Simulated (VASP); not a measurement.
A run of VASP 6.6.1 is set up as follows.

INCAR

```
PREC = Accurate
ENCUT = 520
EDIFF = 1E-6
ISMEAR = 0
SIGMA = 0.1
LREAL = False
LASPH = True
NELM = 100
ALGO = Fast
ISIF = 2
LWAVE = False
LCHARG = True
GGA = PE
LELF = True
LVHAR = True
NBANDS = 22
```

Contents of KPOINTS:

```
regular mesh
0
Gamma
  10 10 6
```

The input POSCAR:

```
Li2TaSb2
1.0
    3.8788271983      0.0000000000      0.0000000000
    0.0000000000      3.8788271983      0.0000000000
    0.0000000000      0.0000000000      7.2621994792
Li Ta Sb
2 1 2
Direct
    0.5000000000      0.5000000000      0.6568409712
    0.5000000000      0.5000000000      0.3431590288
    0.0000000000      0.0000000000      0.0000000000
    0.0000000000      0.0000000000      0.5000000000
    0.5000000000      0.5000000000      0.0000000000
```

Potentials or basis: VASP PAW PBE potentials, release 64 (Li_sv, Ta_pv, Sb).

The run is started by

```bash
$ cat potpaw_PBE.64/Li_sv/POTCAR potpaw_PBE.64/Ta_pv/POTCAR potpaw_PBE.64/Sb/POTCAR > POTCAR
$ mpirun -np 1 vasp_std > vasp.out
```

(1) Estimate the largest force.

## Answers

(1) 0.009 eV/Å.
